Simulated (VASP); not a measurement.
## Si3Ge: relaxation of cell and atoms with PBE

Crystal: Si3Ge.

```
Si Ge
1.0
     4.82244    0.00000    0.00000
     0.00000    4.82244    0.00000
     0.00000    0.00000    4.82244
Si Ge
6 2
Direct
  0.50000 0.25000 0.00000
  0.50000 0.75000 0.00000
  0.25000 0.00000 0.50000
  0.75000 0.00000 0.50000
  0.00000 0.50000 0.25000
  0.00000 0.50000 0.75000
  0.50000 0.50000 0.50000
  0.00000 0.00000 0.00000
```

The cell was built from a structure type or drawn by symmetry, and may not be a known phase.

* Program: VASP 6.6.1
* Task: relaxation of cell and atoms
* Functional: PBE
* Potentials or basis: VASP PAW PBE potentials, release 64 (Si, Ge_d)
* Cutoff: 600 eV
* k mesh: 4 × 4 × 4
* Occupations: gaussian, width 0.1 eV
* Spin: no spin polarisation
* Dipole correction: no
* Further INCAR settings: ALGO = Normal; EDIFF = 1e-06; IBRION = 2; EDIFFG = -0.04; NSW = 90; ISIF = 3

```yaml
Relaxed_volume: 16.23 Å³/atom
Relaxed_cell: a = 5.063 Å, b = 5.063 Å, c = 5.063 Å, α = 90.00°, β = 90.00°, γ = 90.00°
Space_group_after_relaxing_to_0.1_Å: Pm-3n (No. 223)
Energy_gained_by_relaxing: 98.2 meV/atom
Ionic_steps: 3
Pressure_after_relaxing: 0.0 GPa
Band_gap_on_the_k_mesh: zero (bands 26 and 27 overlap by 2.53 eV)
```

Step by step:
| step | energy change (eV) | largest force (eV/Å) | pressure (GPa) | volume (Å³) |
| --- | --- | --- | --- | --- |
| 1 | 0.0000 | 0.0000 | 15.95 | 112.15 |
| 2 | -0.7095 | 0.0000 | -3.54 | 136.37 |
| 3 | -0.7853 | 0.0000 | 0.01 | 129.81 |

Final structure:
```yaml
crystal:
  lattice:
    - [5.06333, 0.00000, 0.00000]
    - [0.00000, 5.06333, 0.00000]
    - [0.00000, 0.00000, 5.06333]
  atoms:
    - { symbol: Si, position: [0.50000, 0.25000, 0.00000] }
    - { symbol: Si, position: [0.50000, 0.75000, 0.00000] }
    - { symbol: Si, position: [0.25000, 0.00000, 0.50000] }
    - { symbol: Si, position: [0.75000, 0.00000, 0.50000] }
    - { symbol: Si, position: [0.00000, 0.50000, 0.25000] }
    - { symbol: Si, position: [0.00000, 0.50000, 0.75000] }
    - { symbol: Ge, position: [0.50000, 0.50000, 0.50000] }
    - { symbol: Ge, position: [0.00000, 0.00000, 0.00000] }
```

Levels at points of the mesh, in eV from the Fermi level:
```csv
k point,band 24,band 25,band 26,band 27,band 28,band 29
"(0.00, 0.00, 0.00)",-2.20,-2.20,-2.20,-0.93,-0.93,-0.93
"(0.50, 0.00, 0.00)",-1.29,-0.90,-0.90,-0.45,-0.45,0.36
"(0.50, 0.50, 0.00)",0.07,0.36,0.36,0.55,0.58,0.58
"(0.50, 0.50, 0.50)",1.18,1.49,1.49,1.61,1.61,1.61
```

It took 64 s on 1 thread of Intel(R) Xeon(R) 6975P-C (Granite Rapids) (shared host), peak memory 0.26 GiB.

Caveat: the volume moved by over 15 % at a fixed basis, so the end points are rough.
